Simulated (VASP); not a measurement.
# PbO in VASP: further runs

PbO is run at these levels: PBE+D3(BJ); tasks: single point.

Program: VASP 6.6.1. These are calculated values, not measurements. Logs are shortened: lines on timing, memory, paths and dates and some standing lists are left out, and cuts for length are marked.

## (1) The cell of the first run

The cell holds a slab with vacuum, 4 atoms: a = 3.691 Å, b = 3.691 Å, c = 30.749 Å, α = 90.00°, β = 90.00°, γ = 90.00°.

## (2) Single point, PBE+D3(BJ)

Input file INCAR:

```
PREC = Accurate
ENCUT = 520
EDIFF = 1E-6
ISMEAR = 0
SIGMA = 0.02
LREAL = F
LASPH = T
NELM = 60
ALGO = Normal
ISIF = 2
LWAVE = F
LCHARG = T
LDIPOL = T
IDIPOL = 3
DIPOL = 0.5 0.5 0.500
GGA = PE
IVDW = 12
LELF = T
LVHAR = T
LVACPOTAV = T
NBANDS = 28
```

Input file KPOINTS:

```
regular mesh
0
Gamma
  6 6 1
```

Input file POSCAR:

```
PbO
1.0
    3.6910000000      0.0000000000      0.0000000000
    0.0000000000      3.6910000000      0.0000000000
    0.0000000000      0.0000000000     30.7493267952
Pb O
2 2
Direct
    0.5000000000      0.0000000000      0.4634788752
    0.0000000000      0.5000000000      0.5365211248
    0.0000000000      0.0000000000      0.5000000000
    0.5000000000      0.5000000000      0.5000000000
```

Potentials or basis: VASP PAW PBE potentials, release 64 (Pb_d, O).

Launch:

```bash
$ cat potpaw_PBE.64/Pb_d/POTCAR potpaw_PBE.64/O/POTCAR > POTCAR
$ mpirun -np 1 vasp_std > vasp.out
```

OUTCAR:

```text
PREC = Accurate
   ENCUT = 520
   EDIFF = 1E-6
   ISMEAR = 0
   LREAL = F
   LASPH = T
   NELM = 60
   ISIF = 2
   GGA = PE
   IVDW = 12
 IVDW          = 12

 ion  position               nearest neighbor table
   1  0.500  0.000  0.463-   3 2.16   4 2.16   4 2.16   3 2.16   2 3.44   2 3.44   2 3.44   2 3.44

   2  0.000  0.500  0.537-   3 2.16   4 2.16   3 2.16   4 2.16   1 3.44   1 3.44   1 3.44   1 3.44

   3  0.000  0.000  0.500-   1 2.16   2 2.16   2 2.16   1 2.16
   4  0.500  0.500  0.500-   1 2.16   2 2.16   1 2.16   2 2.16

  LATTYP: Found a simple tetragonal cell.
 ALAT       =     3.6910000000
 C/A-ratio  =     8.3308931984

  Lattice vectors:

 A1 = (   3.6910000000,   0.0000000000,   0.0000000000)
 A2 = (   0.0000000000,   3.6910000000,   0.0000000000)
 A3 = (   0.0000000000,   0.0000000000,  30.7493267952)

Analysis of symmetry for initial positions (statically):
=====================================================================
 Subroutine PRICEL returns:
 Original cell was already a primitive cell.

 Routine SETGRP: Setting up the symmetry group for a
 simple tetragonal supercell.

 Subroutine GETGRP returns: Found 16 space group operations
 (whereof  8 operations were pure point group operations)
 out of a pool of 16 trial point group operations.

The static configuration has the point symmetry D_2d.
 The point group associated with its full space group is D_4h.

Analysis of symmetry for dynamics (positions and initial velocities):
=====================================================================
 Subroutine PRICEL returns:
 Original cell was already a primitive cell.

 Routine SETGRP: Setting up the symmetry group for a
 simple tetragonal supercell.

 Subroutine GETGRP returns: Found 16 space group operations
 (whereof  8 operations were pure point group operations)
 out of a pool of 16 trial point group operations.

The dynamic configuration has the point symmetry D_2d.
 The point group associated with its full space group is D_4h.

 Subroutine INISYM returns: Found 16 space group operations
 (whereof  8 operations are pure point group operations),
 and found     1 'primitive' translations

----------------------------------------------------------------------------------------

                                     Primitive cell

  volume of cell :     418.9129

  direct lattice vectors                    reciprocal lattice vectors
     3.691000000  0.000000000  0.000000000     0.270929287  0.000000000  0.000000000
     0.000000000  3.691000000  0.000000000     0.000000000  0.270929287  0.000000000
     0.000000000  0.000000000 30.749326795     0.000000000  0.000000000  0.032521037

  length of vectors
     3.691000000  3.691000000 30.749326795     0.270929287  0.270929287  0.032521037

  position of ions in fractional coordinates (direct lattice)
     0.500000000  0.000000000  0.463478875
     0.000000000  0.500000000  0.536521125
     0.000000000  0.000000000  0.500000000
     0.500000000  0.500000000  0.500000000

  ion indices of the primitive-cell ions
   primitive index   ion index
                 1           1
                 2           2
                 3           3
                 4           4

----------------------------------------------------------------------------------------

 KPOINTS: regular mesh

Automatic generation of k-mesh.
 Grid dimensions read from file:
 generate k-points for:    6    6    1

 Generating k-lattice:

  Cartesian coordinates                     Fractional coordinates (reciprocal lattice)
     0.045154881  0.000000000  0.000000000     0.166666667  0.000000000  0.000000000
     0.000000000  0.045154881  0.000000000     0.000000000  0.166666667  0.000000000
     0.000000000  0.000000000  0.032521037     0.000000000  0.000000000  1.000000000

  Length of vectors
     0.045154881  0.045154881  0.032521037

  Shift w.r.t. Gamma in fractional coordinates (k-lattice)
     0.000000000  0.000000000  0.000000000

 Subroutine IBZKPT returns following result:
 ===========================================

 Found     10 irreducible k-points:

 Following reciprocal coordinates:
            Coordinates               Weight
  0.000000  0.000000  0.000000      1.000000
  0.166667  0.000000  0.000000      4.000000
  0.333333  0.000000  0.000000      4.000000
  0.500000  0.000000  0.000000      2.000000
  0.166667  0.166667  0.000000      4.000000
  0.333333  0.166667  0.000000      8.000000
  0.500000  0.166667  0.000000      4.000000
  0.333333  0.333333  0.000000      4.000000
  0.500000  0.333333  0.000000      4.000000
  0.500000  0.500000  0.000000      1.000000
   k-points           NKPTS =     10   k-points in BZ     NKDIM =     10   number of bands    NBANDS=     28
   number of dos      NEDOS =    301   number of ions     NIONS =      4
   total plane-waves  NPLWV = 188160
   dimension x,y,z NGX =    28 NGY =   28 NGZ =  240
   dimension x,y,z NGXF=    56 NGYF=   56 NGZF=  480
   ions per type =               2   2
   NGX,Y,Z   is equivalent  to a cutoff of  12.61, 12.61, 12.98 a.u.
   NGXF,Y,Z  is equivalent  to a cutoff of  25.22, 25.22, 25.95 a.u.
 SYSTEM =  unknown system
   PREC   = accura    normal or accurate (medium, high low for compatibility)
   ISTART =      0    job   : 0-new  1-cont  2-samecut
   ICHARG =      2    charge: 1-file 2-atom 10-const
   ISPIN  =      1    spin polarized calculation?
   LNONCOLLINEAR =      F non collinear calculations
   LSORBIT =      F    spin-orbit coupling
   LASPH  =      T    aspherical Exc in radial PAW
   ENCUT  =  520.0 eV  38.22 Ry    6.18 a.u.   6.86  6.86 57.17*2*pi/ulx,y,z
   NELM   =     60;   NELMIN=  2; NELMDL= -5     # of ELM steps
   EDIFF  = 0.1E-05   stopping-criterion for ELM
   LREAL  =      F    real-space projection
   EDIFFG = 0.1E-04   stopping-criterion for IOM
   NSW    =      0    number of steps for IOM
   IBRION =     -1    ionic relax: 0-MD 1-quasi-New 2-CG
   NFREE  =      0    steps in history (QN), initial steepest desc. (CG)
   ISIF   =      2    stress and relaxation
   ISYM   =      2    0-nonsym 1-usesym 2-fastsym
   POTIM  = 0.5000    time-step for ionic-motion
   TEBEG  =    0.0;   TEEND  =   0.0 temperature during run
   PSTRESS=    0.0 pullay stress
   NELECT =      40.0000    total number of electrons
   NUPDOWN=      -1.0000    fix difference up-down
   EMIN   =  10.00;   EMAX   =-10.00  energy-range for DOS
   EFERMI =   0.00;   METHOD = LEGACY
   ISMEAR =     0;   SIGMA  =   0.02  broadening in eV -4-tet -1-fermi 0-gaus
   EFERMI_NEDOS =   21; number of points for ismear=-14 and -15
   IALGO  =     38    algorithm
   IMIX   =      4    mixing-type and parameters
     AMIX     =   0.40;   BMIX     =  1.00
     AMIX_MAG =   1.60;   BMIX_MAG =  1.00
  volume/ion in A,a.u.               =     104.73       706.74
  Fermi-wavevector in a.u.,A,eV,Ry     =   0.748262  1.414010  7.617844  0.559896
  Thomas-Fermi vector in A             =   1.844509
   LORBIT       =      0    0 simple, 1 ext, 2 COOP (PROOUT), +10 PAW based schemes
   GGA     = PE    functional components
   LHFCALC =     F    Hartree Fock is set to
   AEXX    =    0.0000 exact exchange contribution
   IVDW    =    12    specifies the selected vdW correction
   LEPSILON=     F    determine dielectric tensor
   LRPA    =     F    only Hartree local field effects (RPA)
 non-spin polarized calculation
 Gauss-broadening in eV      SIGMA  =   0.02
  energy-cutoff  :      520.00
  volume of cell :      418.91
 maximum number of plane-waves:     11326
 NGX is ok and might be reduce to    28
   NGX = 13   NGY = 13   NGZ =115

 dipolmoment           0.000000      0.000000     -0.000000 electrons x Angstroem

 number of electron      39.9999995 magnetization

 dipolmoment           0.000000      0.000000      0.000000 electrons x Angstroem

 Free energy of the ion-electron system (eV)
  ---------------------------------------------------
  ext. energy  EPLUGINS =         0.00000000
  ---------------------------------------------------
  free energy    TOTEN  =       -19.98426065 eV

  energy without entropy =      -19.98426065  energy(sigma->0) =      -19.98426065

 E-fermi :  -3.1494     XC(G=0):  -2.1738

 val. band max:       -3.2525250611   @ k =   0.1667   0.0000   0.0000
 cond. band min:      -0.1368699007   @ k =   0.0000   0.0000   0.0000
 fundamental gap:      3.1156551605
 Fermi energy:        -3.1493601328

 k-point     1 :       0.0000    0.0000    0.0000
  band No.  band energies     occupation
      1     -23.0277      2.00000
      2     -21.8645      2.00000
      3     -18.8580      2.00000
      4     -18.8580      2.00000
      5     -18.8292      2.00000
      6     -18.6971      2.00000
[... 20 lines left out ...]
     27       2.9723      0.00000
     28       3.3966      0.00000

 k-point     2 :       0.1667    0.0000    0.0000
  band No.  band energies     occupation
      1     -22.9265      2.00000
      2     -21.9208      2.00000
      3     -18.8482      2.00000
      4     -18.8309      2.00000
      5     -18.7905      2.00000
      6     -18.6486      2.00000
[... 20 lines left out ...]
     27       2.6641      0.00000
     28       3.3358      0.00000

 k-point     3 :       0.3333    0.0000    0.0000
  band No.  band energies     occupation
      1     -22.6707      2.00000
      2     -22.0936      2.00000
      3     -18.8192      2.00000
      4     -18.7665      2.00000
      5     -18.7079      2.00000
      6     -18.6861      2.00000
[... 20 lines left out ...]
     27       3.5010      0.00000
     28       3.6303      0.00000

 k-point     4 :       0.5000    0.0000    0.0000
  band No.  band energies     occupation
      1     -22.3630      2.00000
      2     -22.3630      2.00000
      3     -18.7671      2.00000
      4     -18.7671      2.00000
      5     -18.7067      2.00000
      6     -18.7067      2.00000
[... 20 lines left out ...]
     27       4.5965      0.00000
     28       4.5965      0.00000

 k-point     5 :       0.1667    0.1667    0.0000
  band No.  band energies     occupation
      1     -22.8343      2.00000
      2     -21.9650      2.00000
      3     -18.8166      2.00000
      4     -18.8164      2.00000
      5     -18.7606      2.00000
      6     -18.6108      2.00000
[... 20 lines left out ...]
     27       2.9958      0.00000
     28       3.2988      0.00000

 k-point     6 :       0.3333    0.1667    0.0000
  band No.  band energies     occupation
      1     -22.6046      2.00000
      2     -22.1062      2.00000
      3     -18.7844      2.00000
      4     -18.7407      2.00000
      5     -18.6990      2.00000
      6     -18.6388      2.00000
[... 20 lines left out ...]
     27       3.5795      0.00000
     28       3.8353      0.00000

 k-point     7 :       0.5000    0.1667    0.0000
  band No.  band energies     occupation
      1     -22.3351      2.00000
      2     -22.3351      2.00000
      3     -18.7386      2.00000
      4     -18.7386      2.00000
      5     -18.6732      2.00000
      6     -18.6732      2.00000
[... 20 lines left out ...]
     27       4.8061      0.00000
     28       4.8061      0.00000

 k-point     8 :       0.3333    0.3333    0.0000
  band No.  band energies     occupation
      1     -22.4492      2.00000
      2     -22.1640      2.00000
      3     -18.7264      2.00000
      4     -18.6598      2.00000
      5     -18.6479      2.00000
      6     -18.6097      2.00000
[... 20 lines left out ...]
     27       4.3221      0.00000
     28       4.5191      0.00000

 k-point     9 :       0.5000    0.3333    0.0000
  band No.  band energies     occupation
      1     -22.2846      2.00000
      2     -22.2846      2.00000
      3     -18.6898      2.00000
      4     -18.6898      2.00000
      5     -18.5880      2.00000
      6     -18.5880      2.00000
[... 20 lines left out ...]
     27       4.8132      0.00000
     28       4.8132      0.00000

 k-point    10 :       0.5000    0.5000    0.0000
  band No.  band energies     occupation
      1     -22.2621      2.00000
      2     -22.2621      2.00000
      3     -18.6865      2.00000
      4     -18.6865      2.00000
      5     -18.5234      2.00000
      6     -18.5234      2.00000
[... 20 lines left out ...]
     27       4.9732      0.00000
     28       4.9732      0.00000

------------------------ aborting loop because EDIFF is reached ----------------------------------------

 Edisp (eV)   -0.66244

 E8    (eV) :    -0.3150

  FORCE on cell =-STRESS in cart. coord.  units (eV):
  Direction    XX          YY          ZZ          XY          YZ          ZX
  --------------------------------------------------------------------------------------
  -------------------------------------------------------------------------------------
  Total      13.07985    13.07985    10.65826     0.00000     0.00000     0.00000
  in kB      50.02530    50.02530    40.76365     0.00000     0.00000     0.00000
  external pressure =       46.94 kB  Pullay stress =        0.00 kB

 VOLUME and BASIS-vectors are now :
 -----------------------------------------------------------------------------
  energy-cutoff  :      520.00
  volume of cell :      418.91
      direct lattice vectors                 reciprocal lattice vectors
     3.691000000  0.000000000  0.000000000     0.270929287  0.000000000  0.000000000
     0.000000000  3.691000000  0.000000000     0.000000000  0.270929287  0.000000000
     0.000000000  0.000000000 30.749326795     0.000000000  0.000000000  0.032521037

 POSITION                                       TOTAL-FORCE (eV/Angst)
 -----------------------------------------------------------------------------------
      1.84550      0.00000     14.25166        -0.000000      0.000000     -4.779385
      0.00000      1.84550     16.49766         0.000000      0.000000      4.779385
      0.00000      0.00000     15.37466         0.000000      0.000000      0.000000
      1.84550      1.84550     15.37466        -0.000000      0.000000      0.000000
 -----------------------------------------------------------------------------------
    total drift:                                0.000000      0.000000      0.000000

  FREE ENERGIE OF THE ION-ELECTRON SYSTEM (eV)
  ---------------------------------------------------
  free  energy   TOTEN  =       -20.6466979405 eV

  energy  without entropy=      -20.6466979405  energy(sigma->0) =      -20.64669794

 vacuum level on the upper side and lower side of the slab         1.886         1.886
```

Run time: 3.4 min. Hardware: 1 thread of AMD EPYC 7R13 (Zen 3), shared host; peak memory 0.47 GiB.

Results:

```
Free energy                : -20.6467 eV
Largest force              : 4.779 eV/Å
Band gap on the k mesh     : 3.12 eV, indirect (least direct gap 3.12 eV)
Dispersion energy per atom : -0.166 eV
```

Forces on the atoms (eV/Å):
```
Pb   0.000  0.000 -4.779
Pb   0.000  0.000  4.779
O    0.000  0.000  0.000
O    0.000  0.000  0.000
```

Caveat: spin-orbit coupling is left out, which moves the levels of the heavy elements.

## (3) Single point, PBE+D3(BJ)

Input file INCAR:

```
  PREC = Accurate
  ENCUT = 520
  EDIFF = 1E-7
  ISMEAR = 0
  SIGMA = 0.02
  LREAL = F
  LASPH = T
  NELM = 60
  ALGO = Normal
  ISIF = 2
  LWAVE = F
  LCHARG = F
  LDIPOL = T
  IDIPOL = 3
  DIPOL = 0.5 0.5 0.500
  GGA = PE
  IVDW = 12
  NBANDS = 28
```

KPOINTS is that of step 2.

POSCAR, as its differences from that of step 2:

```diff
@@ -8,4 +8,4 @@
 Direct
-    0.5000000000      0.0000000000      0.4634788752
-    0.0000000000      0.5000000000      0.5365211248
+    0.5000000000      0.0000000000      0.4607471081
+    0.0000000000      0.5000000000      0.5392528919
     0.0000000000      0.0000000000      0.5000000000
```

Potentials or basis: VASP PAW PBE potentials, release 64 (Pb_d, O).

Launch:

```bash
$ cat potpaw_PBE.64/Pb_d/POTCAR potpaw_PBE.64/O/POTCAR > POTCAR
$ mpirun -np 1 vasp_std > vasp.out
```

Wall time 3.4 min (1 thread of AMD EPYC 7R13 (Zen 3), shared host); peak memory 0.48 GiB.

Results (log left out):

```yaml
Free_energy: -21.2659 eV
Largest_force: 2.620 eV/Å
Band_gap_on_the_k_mesh: 3.43 eV, indirect (least direct gap 3.47 eV)
Dispersion_energy_per_atom: -0.164 eV
```

Forces in eV/Å, atoms in the order of the input:
```
Pb   0.000  0.000 -2.620
Pb   0.000  0.000  2.620
O    0.000  0.000  0.000
O    0.000  0.000  0.000
```

Levels at points of the mesh, in eV from the valence-band top:
```csv
k point,band 16,band 17,band 18,band 19,band 20,band 21,band 22,band 23,band 24,band 25
"(0.00, 0.00, 0.00)",-4.03,-1.28,-0.99,-0.99,-0.04,3.43,3.57,5.14,5.15,5.48
"(0.50, 0.00, 0.00)",-3.28,-2.60,-2.60,-0.62,-0.62,3.57,3.57,6.19,6.19,7.56
"(0.50, 0.50, 0.00)",-3.75,-0.96,-0.96,-0.33,-0.33,3.72,3.72,5.85,5.85,6.97
```

Caveat: spin-orbit coupling is left out, which moves the levels of the heavy elements.
